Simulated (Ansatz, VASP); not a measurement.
**Two plane-wave programs on Ta2N**

The input INCAR:

```
ALGO = Normal
EDIFF = 1E-6
ENCUT = 520
GGA = CA
ISIF = 2
ISMEAR = 0
LASPH = True
LCHARG = False
LREAL = False
LWAVE = False
NBANDS = 50
NELM = 100
PREC = Accurate
SIGMA = 0.15
```

The input KPOINTS:

```
k-points
0
Gamma
  9 9 8
```

POSCAR

```
Ta2N
1.0
    5.0963826899      0.0000000000      0.0000000000
   -2.5481913449      4.4135968768      0.0000000000
    0.0000000000      0.0000000000      5.1407212193
Ta N
6 3
Direct
    0.6788818548      0.6788818548      0.7526041962
    0.0000000000      0.3211181452      0.7526041962
    0.3211181452      0.0000000000      0.7526041962
    0.3211181452      0.3211181452      0.2473958038
    0.0000000000      0.6788818548      0.2473958038
    0.6788818548      0.0000000000      0.2473958038
    0.6666666667      0.3333333333      0.5000000000
    0.3333333333      0.6666666667      0.5000000000
    0.0000000000      0.0000000000      0.0000000000
```

Input for Ansatz:

```yaml
crystal:
  lattice:
    - [5.0963826899, 0.0, 0.0]
    - [-2.5481913449, 4.4135968768, 0.0]
    - [0.0, 0.0, 5.1407212193]
  atoms:
    - { symbol: Ta, position: [0.6788818548, 0.6788818548, 0.7526041962] }
    - { symbol: Ta, position: [0.0, 0.3211181452, 0.7526041962] }
    - { symbol: Ta, position: [0.3211181452, 0.0, 0.7526041962] }
    - { symbol: Ta, position: [0.3211181452, 0.3211181452, 0.2473958038] }
    - { symbol: Ta, position: [0.0, 0.6788818548, 0.2473958038] }
    - { symbol: Ta, position: [0.6788818548, 0.0, 0.2473958038] }
    - { symbol: "N", position: [0.6666666667, 0.3333333333, 0.5] }
    - { symbol: "N", position: [0.3333333333, 0.6666666667, 0.5] }
    - { symbol: "N", position: [0.0, 0.0, 0.0] }
basis:
  ecutwfc: 520.0
kpoints:
  mp_grid: { grid: [9, 9, 8] }
hamiltonian:
  xc: lda
  pseudopotentials: { kind: paw, azcp: { folder: soft_1 } }
scf:
  occupations: { method: gaussian, width: 0.15 }
output:
  forces: true
  stress: true
  eigenvalues: true
```

Alike in both runs: task single point; functional LDA; k mesh 9 × 9 × 8; occupations gaussian, width 0.15 eV; no spin polarisation.

```csv
,VASP,Ansatz
version,VASP 6.6.1,Ansatz 0.2.0
potentials or method,"VASP PAW LDA potentials, release 64 (Ta_pv, N), cutoff 520 eV","scalar-relativistic, plane waves, PAW"
valence electrons in the cell,81,93
```

VASP gave:

- gap on the k mesh at the Fermi level (eV): none
- pressure (GPa): 3.6
- traceless stress, the component that is largest in VASP (GPa): -14.20
- rms of the force components (eV/Å): 1.003

**Question.** What did Ansatz give for the same quantities?

**Answer.** gap on the k mesh at the Fermi level (eV): none; pressure (GPa): 1.9; traceless stress, the component that is largest in VASP (GPa): -14.23; rms of the force components (eV/Å): 0.993.

Ansatz warns that its potentials were made for another functional, while VASP's fit it. LDA's correlation is that of Perdew and Zunger in VASP and of Perdew and Wang (1992) in Ansatz. Atom by atom the forces differ by 0.011 eV/Å (rms over components). A gap of «none» marks a metal or a gap that the smearing closes. VASP's potentials hold 81 valence electrons a cell and Ansatz's 93, so a difference there can come from the potentials and not from the codes.

Neither program's run includes spin-orbit coupling.
